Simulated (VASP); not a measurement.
**Mo: single point with PBE**

Crystal: Mo.

```
Mo
1.0
     0.00000    2.08004    2.08004
     2.08004    0.00000    2.08004
     2.08004    2.08004    0.00000
Mo
1
Direct
  0.00000 0.00000 0.00000
```

| Item | Value |
| --- | --- |
| Program | VASP 6.6.1 |
| Task | single point |
| Functional | PBE |
| Potentials or basis | VASP PAW PBE potentials, release 64 (Mo_sv) |
| Cutoff | 520 eV |
| k mesh | 10 × 10 × 10 |
| Occupations | fermi-dirac, width 0.15 eV |
| Spin | no spin polarisation |
| Dipole correction | no |
| Further INCAR settings | ALGO = Normal; EDIFF = 1e-06; NBANDS = 13 |

```json
{
 "Pressure": "-21.1 GPa",
 "Band gap on the k mesh": "zero (band 7 reaches 13.46 eV, above the bottom of band 8 at 9.52 eV)"
}
```

Levels at points of the mesh, in eV from the Fermi level:
| k point | band 3 | band 4 | band 5 | band 6 | band 7 | band 8 | band 9 | band 10 | band 11 | band 12 |
| --- | --- | --- | --- | --- | --- | --- | --- | --- | --- | --- |
| (0.00, 0.00, 0.00) | -34.38 | -34.38 | -6.41 | -0.62 | -0.62 | -0.62 | 1.64 | 1.64 | 12.94 | 17.65 |
| (0.50, 0.00, 0.00) | -34.50 | -34.50 | -4.12 | -0.76 | -0.76 | 1.17 | 3.36 | 3.36 | 9.44 | 12.58 |
| (0.50, 0.50, 0.00) | -34.70 | -34.70 | -4.28 | -3.67 | 3.32 | 3.36 | 3.84 | 3.84 | 11.51 | 11.51 |

Wall time 11 s on 1 thread of Intel Xeon 8259CL, on a shared host, peak memory 0.14 GiB.
